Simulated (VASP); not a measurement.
# Be2C (Fm-3m) in VASP: further runs

The runs below take Be2C through single point, with PBE.

Everything below comes from runs of VASP 6.6.1. Logs are shortened: lines on timing, memory, paths and dates and some standing lists are left out, and cuts for length are marked.

**1. The cell of the first run**

It takes space group Fm-3m (No. 225, cubic). The conventional cell has a = 4.321 Å, b = 4.321 Å, c = 4.321 Å, α = 90.00°, β = 90.00°, γ = 90.00°. Within 2.5 Å of C (site symmetry m-3m) lie 8 Be at 1.87 Å. Within 2.5 Å of Be (site symmetry -43m) lie 4 C at 1.87 Å and 6 Be at 2.16 Å.

**2. Single point, PBE**

Contents of INCAR:

```
SYSTEM = Be2C
PREC     = Accurate       ! precision mode
ENCUT    = 600            ! plane-wave cutoff, eV
EDIFF    = 1E-6           ! SCF threshold, eV
ISMEAR   = 0              ! smearing method
SIGMA    = 0.01           ! smearing width, eV
LREAL    = .FALSE.        ! projectors in reciprocal space
LASPH    = .TRUE.         ! aspherical terms in the spheres
NELM     = 120            ! most SCF steps
ALGO     = Normal         ! electronic algorithm
ISIF     = 2              ! what is computed and relaxed
LWAVE    = .FALSE.        ! write WAVECAR
LCHARG   = .FALSE.        ! write CHGCAR
GGA      = PE             ! functional
NBANDS   = 11             ! bands
GGA_COMPAT= .FALSE.
```

Contents of KPOINTS:

```
Automatic mesh
0
G
  6 6 6
  0 0 0
```

Contents of POSCAR:

```
Be2C
1.0
    0.0000000000      2.1604856287      2.1604856287
    2.1604856287      0.0000000000      2.1604856287
    2.1604856287      2.1604856287      0.0000000000
C Be
1 2
Direct
    0.0000000000      0.0000000000      0.0000000000
    0.2500000000      0.2500000000      0.2500000000
    0.7500000000      0.7500000000      0.7500000000
```

Potentials or basis: VASP PAW PBE potentials, release 64 (C, Be).

The run is started by

```
> cat potpaw_PBE.64/C/POTCAR potpaw_PBE.64/Be/POTCAR > POTCAR
> mpirun -np 1 vasp_std > vasp.out
```

OUTCAR:

```text
SYSTEM = Be2C
   PREC = Accurate
   ENCUT = 600
   EDIFF = 1E-6
   ISMEAR = 0
   LREAL = .FALSE.
   LASPH = .TRUE.
   NELM = 120
   ISIF = 2
   GGA = PE

 ion  position               nearest neighbor table
   1  0.000  0.000  0.000-   3 1.87   3 1.87   3 1.87   2 1.87   3 1.87   2 1.87   2 1.87   2 1.87

   2  0.250  0.250  0.250-   1 1.87   1 1.87   1 1.87   1 1.87   3 2.16   3 2.16   3 2.16   3 2.16
                             3 2.16   3 2.16
   3  0.750  0.750  0.750-   1 1.87   1 1.87   1 1.87   1 1.87   2 2.16   2 2.16   2 2.16   2 2.16
                             2 2.16   2 2.16

  LATTYP: Found a face centered cubic cell.
 ALAT       =     4.3209712574

  Lattice vectors:

 A1 = (   0.0000000000,   2.1604856287,   2.1604856287)
 A2 = (   2.1604856287,   0.0000000000,   2.1604856287)
 A3 = (   2.1604856287,   2.1604856287,   0.0000000000)

Analysis of symmetry for initial positions (statically):
=====================================================================
 Subroutine PRICEL returns:
 Original cell was already a primitive cell.

 Routine SETGRP: Setting up the symmetry group for a
 face centered cubic supercell.

 Subroutine GETGRP returns: Found 48 space group operations
 (whereof 48 operations were pure point group operations)
 out of a pool of 48 trial point group operations.

The static configuration has the point symmetry O_h .

Analysis of symmetry for dynamics (positions and initial velocities):
=====================================================================
 Subroutine PRICEL returns:
 Original cell was already a primitive cell.

 Routine SETGRP: Setting up the symmetry group for a
 face centered cubic supercell.

 Subroutine GETGRP returns: Found 48 space group operations
 (whereof 48 operations were pure point group operations)
 out of a pool of 48 trial point group operations.

The dynamic configuration has the point symmetry O_h .

 Subroutine INISYM returns: Found 48 space group operations
 (whereof 48 operations are pure point group operations),
 and found     1 'primitive' translations

----------------------------------------------------------------------------------------

                                     Primitive cell

  volume of cell :      20.1690

  direct lattice vectors                    reciprocal lattice vectors
     0.000000000  2.160485629  2.160485629    -0.231429450  0.231429450  0.231429450
     2.160485629  0.000000000  2.160485629     0.231429450 -0.231429450  0.231429450
     2.160485629  2.160485629  0.000000000     0.231429450  0.231429450 -0.231429450

  length of vectors
[... 87 lines left out ...]
   NUPDOWN=      -1.0000    fix difference up-down
   EMIN   =  10.00;   EMAX   =-10.00  energy-range for DOS
   EFERMI =   0.00;   METHOD = LEGACY
   ISMEAR =     0;   SIGMA  =   0.01  broadening in eV -4-tet -1-fermi 0-gaus
   EFERMI_NEDOS =   21; number of points for ismear=-14 and -15
   IALGO  =     38    algorithm
   IMIX   =      4    mixing-type and parameters
     AMIX     =   0.40;   BMIX     =  1.00
     AMIX_MAG =   1.60;   BMIX_MAG =  1.00
  volume/ion in A,a.u.               =       6.72        45.37
  Fermi-wavevector in a.u.,A,eV,Ry     =   1.202846  2.273050 19.685441  1.446839
  Thomas-Fermi vector in A             =   2.338616
   LORBIT       =      0    0 simple, 1 ext, 2 COOP (PROOUT), +10 PAW based schemes
   GGA     = PE    functional components
   LHFCALC =     F    Hartree Fock is set to
   AEXX    =    0.0000 exact exchange contribution
   IVDW    =     0    specifies the selected vdW correction
   LEPSILON=     F    determine dielectric tensor
   LRPA    =     F    only Hartree local field effects (RPA)
 non-spin polarized calculation
 Gauss-broadening in eV      SIGMA  =   0.01
  energy-cutoff  :      600.00
  volume of cell :       20.17
 maximum number of plane-waves:       692
   NGX = 13   NGY = 13   NGZ = 13

 number of electron       8.0000000 magnetization

 Free energy of the ion-electron system (eV)
  ---------------------------------------------------
  ext. energy  EPLUGINS =         0.00000000
  ---------------------------------------------------
  free energy    TOTEN  =       -17.45045114 eV

  energy without entropy =      -17.45045114  energy(sigma->0) =      -17.45045114

 E-fermi :   7.8976     XC(G=0): -11.4602

 val. band max:        7.7877751518   @ k =   0.0000   0.0000   0.0000
 cond. band min:       8.9452551420   @ k =   0.5000   0.5000   0.0000
 fundamental gap:      1.1574799902
 Fermi energy:         7.8976342938

 k-point     1 :       0.0000    0.0000    0.0000
  band No.  band energies     occupation
      1      -7.2954      2.00000
      2       7.7878      2.00000
      3       7.7878      2.00000
      4       7.7878      2.00000
      5      11.9235      0.00000
      6      11.9235      0.00000
      7      11.9235      0.00000
      8      14.6005      0.00000
      9      20.9978      0.00000
     10      20.9978      0.00000
     11      20.9978      0.00000
[... 197 lines left out ...]
 k-point    16 :      -0.3333    0.5000    0.1667
  band No.  band energies     occupation
      1      -3.4279      2.00000
      2       1.4000      2.00000
      3       1.8295      2.00000
      4       2.3938      2.00000
      5      11.8183      0.00000
      6      15.3757      0.00000
      7      17.7957      0.00000
      8      19.7450      0.00000
      9      21.6451      0.00000
     10      22.9425      0.00000
     11      24.5956      0.00000

------------------------ aborting loop because EDIFF is reached ----------------------------------------

  FORCE on cell =-STRESS in cart. coord.  units (eV):
  Direction    XX          YY          ZZ          XY          YZ          ZX
  --------------------------------------------------------------------------------------
  -------------------------------------------------------------------------------------
  Total        0.1626913      0.1626913      0.1626913      0.0000000      0.0000000     -0.0000000
  in kB       12.9238187     12.9238187     12.9238187      0.0000000      0.0000000     -0.0000000
  external PRESSURE =      12.9238187 kB  Pullay stress =       0.0000000 kB

 VOLUME and BASIS-vectors are now :
 -----------------------------------------------------------------------------
  energy-cutoff  :      600.00
  volume of cell :       20.17
      direct lattice vectors                 reciprocal lattice vectors
     0.000000000  2.160485629  2.160485629    -0.231429450  0.231429450  0.231429450
     2.160485629  0.000000000  2.160485629     0.231429450 -0.231429450  0.231429450
     2.160485629  2.160485629  0.000000000     0.231429450  0.231429450 -0.231429450

 POSITION                                       TOTAL-FORCE (eV/Angst)
 -----------------------------------------------------------------------------------
      0.00000      0.00000      0.00000         0.000000      0.000000      0.000000
      1.08024      1.08024      1.08024         0.000000      0.000000     -0.000000
      3.24073      3.24073      3.24073        -0.000000     -0.000000      0.000000
 -----------------------------------------------------------------------------------
    total drift:                               -0.000000     -0.000000      0.000000

  FREE ENERGIE OF THE ION-ELECTRON SYSTEM (eV)
  ---------------------------------------------------
  free  energy   TOTEN  =       -17.4504511382 eV

  energy  without entropy=      -17.4504511382  energy(sigma->0) =      -17.45045114
```

OSZICAR:

```text
N       E                     dE             d eps       ncg     rms          rms(c)
DAV:   1     0.730164061642E+01    0.73016E+01   -0.44133E+03   352   0.756E+02
DAV:   2    -0.176631456145E+02   -0.24965E+02   -0.23003E+02   480   0.129E+02
DAV:   3    -0.185615224002E+02   -0.89838E+00   -0.89509E+00   474   0.202E+01
DAV:   4    -0.185650891960E+02   -0.35668E-02   -0.35653E-02   405   0.145E+00
DAV:   5    -0.185651075954E+02   -0.18399E-04   -0.18399E-04   463   0.940E-02    0.536E+00
DAV:   6    -0.175130652337E+02    0.10520E+01   -0.30479E+00   376   0.836E+00    0.211E+00
DAV:   7    -0.174597300994E+02    0.53335E-01   -0.19653E-01   426   0.305E+00    0.127E+00
DAV:   8    -0.174507024523E+02    0.90276E-02   -0.11843E-02   379   0.123E+00    0.223E-01
DAV:   9    -0.174504529325E+02    0.24952E-03   -0.37821E-04   426   0.121E-01    0.122E-01
DAV:  10    -0.174504517099E+02    0.12226E-05   -0.18282E-04   409   0.897E-02    0.126E-02
DAV:  11    -0.174504512346E+02    0.47534E-06   -0.22595E-05   421   0.249E-02    0.285E-03
DAV:  12    -0.174504511382E+02    0.96378E-07   -0.87595E-07   221   0.672E-03
   1 F= -.17450451E+02 E0= -.17450451E+02  d E =-.300998E-56
```

Wall time 9.2 s (1 thread of Intel Xeon 8259CL, shared host); peak memory 0.13 GiB.

What came out:

| Item | Value |
| --- | --- |
| Free energy | -17.4505 eV |
| Pressure | 1.3 GPa |
| Band gap on the k mesh | 1.16 eV (least direct gap 4.14 eV) |

**3. Single point, PBE**

Contents of INCAR:

```
SYSTEM = Be2C
ALGO = Normal ; EDIFF = 1E-6
ENCUT = 600 ; GGA = PE
GGA_COMPAT = .FALSE. ; ISIF = 2
ISMEAR = -1 ; LASPH = .TRUE.
LCHARG = .TRUE. ; LELF = .TRUE.
LREAL = .FALSE. ; LVHAR = .TRUE.
LWAVE = .FALSE. ; NBANDS = 11
NELM = 120 ; PREC = Accurate
SIGMA = 0.02
```

Contents of KPOINTS:

```
k-points
0
G
  10 10 10
  0 0 0
```

POSCAR is that of step 2.

Potentials or basis: VASP PAW PBE potentials, release 64 (C, Be).

The run is started by

```
> cat potpaw_PBE.64/C/POTCAR potpaw_PBE.64/Be/POTCAR > POTCAR
> mpirun -np 1 vasp_std > vasp.out
```

OUTCAR:

```text
SYSTEM = Be2C
   EDIFF = 1E-6
   ENCUT = 600
   GGA = PE
   ISIF = 2
   ISMEAR = -1
   LASPH = .TRUE.
   LREAL = .FALSE.
   NELM = 120
   PREC = Accurate

 ion  position               nearest neighbor table
   1  0.000  0.000  0.000-   3 1.87   3 1.87   3 1.87   2 1.87   3 1.87   2 1.87   2 1.87   2 1.87

   2  0.250  0.250  0.250-   1 1.87   1 1.87   1 1.87   1 1.87   3 2.16   3 2.16   3 2.16   3 2.16
                             3 2.16   3 2.16
   3  0.750  0.750  0.750-   1 1.87   1 1.87   1 1.87   1 1.87   2 2.16   2 2.16   2 2.16   2 2.16
                             2 2.16   2 2.16

  LATTYP: Found a face centered cubic cell.
 ALAT       =     4.3209712574
[... 524 lines left out ...]

 [... further k-points ...]
[... 5 lines left out ...]
  --------------------------------------------------------------------------------------
  -------------------------------------------------------------------------------------
  Total        0.1656104      0.1656104      0.1656104     -0.0000000      0.0000000      0.0000000
  in kB       13.1557004     13.1557004     13.1557004     -0.0000000      0.0000000      0.0000000
  external PRESSURE =      13.1557004 kB  Pullay stress =       0.0000000 kB

 VOLUME and BASIS-vectors are now :
 -----------------------------------------------------------------------------
  energy-cutoff  :      600.00
  volume of cell :       20.17
      direct lattice vectors                 reciprocal lattice vectors
     0.000000000  2.160485629  2.160485629    -0.231429450  0.231429450  0.231429450
     2.160485629  0.000000000  2.160485629     0.231429450 -0.231429450  0.231429450
     2.160485629  2.160485629  0.000000000     0.231429450  0.231429450 -0.231429450

 POSITION                                       TOTAL-FORCE (eV/Angst)
 -----------------------------------------------------------------------------------
      0.00000      0.00000      0.00000         0.000000      0.000000     -0.000000
      1.08024      1.08024      1.08024        -0.000000      0.000000      0.000000
      3.24073      3.24073      3.24073         0.000000     -0.000000     -0.000000
 -----------------------------------------------------------------------------------
    total drift:                               -0.000000     -0.000000      0.000000

  FREE ENERGIE OF THE ION-ELECTRON SYSTEM (eV)
  ---------------------------------------------------
  free  energy   TOTEN  =       -17.4563338993 eV

  energy  without entropy=      -17.4563338993  energy(sigma->0) =      -17.45633390
```

stdout:

```text
POSCAR found type information on POSCAR C Be
 POSCAR found :  2 types and       3 ions
 scaLAPACK will be used
 LDA part: xc-table for (Slater+PW92), standard interpolation
 POSCAR, INCAR and KPOINTS ok, starting setup
 FFT: planning ... GRIDC
 FFT: planning ... GRID_SOFT
 FFT: planning ... GRID
 WAVECAR not read
 entering main loop
```

Wall time 17 s (1 thread of Intel Xeon 8259CL, shared host); peak memory 0.14 GiB.

What came out:

```yaml
Free_energy: -17.4563 eV
Pressure: 1.3 GPa
Band_gap_on_the_k_mesh: 1.16 eV (least direct gap 4.14 eV)
```
